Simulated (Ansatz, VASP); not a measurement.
**C18S in VASP and in Ansatz**

```
C S
1.0
     7.39800    0.00000    0.00000
    -3.69900    6.40686    0.00000
     0.00000    0.00000   13.00000
C S
18 1
Direct
  0.00669 0.00387 0.07108
  0.22966 0.11489 0.06866
  0.00757 0.33556 0.07126
  0.22778 0.44625 0.07133
  0.00567 0.66692 0.06869
  0.22862 0.77791 0.07115
  0.34160 0.00387 0.07110
  0.55906 0.11453 0.07649
  0.33983 0.33522 0.07133
  0.56290 0.44623 0.07130
  0.33539 0.66724 0.07662
  0.55981 0.77515 0.09798
  0.67553 0.00662 0.09785
  0.89990 0.11454 0.07648
  0.67243 0.33554 0.07126
  0.89550 0.44657 0.07131
  0.67626 0.66723 0.07658
  0.89371 0.77792 0.07111
  0.61781 0.89110 0.23380
```

Alike in both runs: functional PBE; dispersion D3(BJ); k mesh 2 × 2 × 1; occupations fermi-dirac, width 0.05 eV; collinear spin.

Ansatz relaxed the structure, and its values are those at the end. VASP's run is a single point on that final structure, the one shown.

|  | VASP | Ansatz |
| --- | --- | --- |
| version | VASP 6.6.1 | Ansatz 0.2.0 |
| potentials or method | VASP PAW PBE potentials, release 64 (C, S), cutoff 520 eV | scalar-relativistic, plane waves, PAW |
| valence electrons in the cell | 78 | 78 |

|  | VASP | Ansatz | Ansatz less VASP |
| --- | --- | --- | --- |
| rms of the force components (eV/Å) | 0.019 | 0.011 | -0.0080 |
| net moment per atom (μB) | 0.00 | 0.00 | 0.000 |

Ansatz's warnings: seeded moment not kept.

The k mesh is coarse, so the values compare programs but aren't converged.
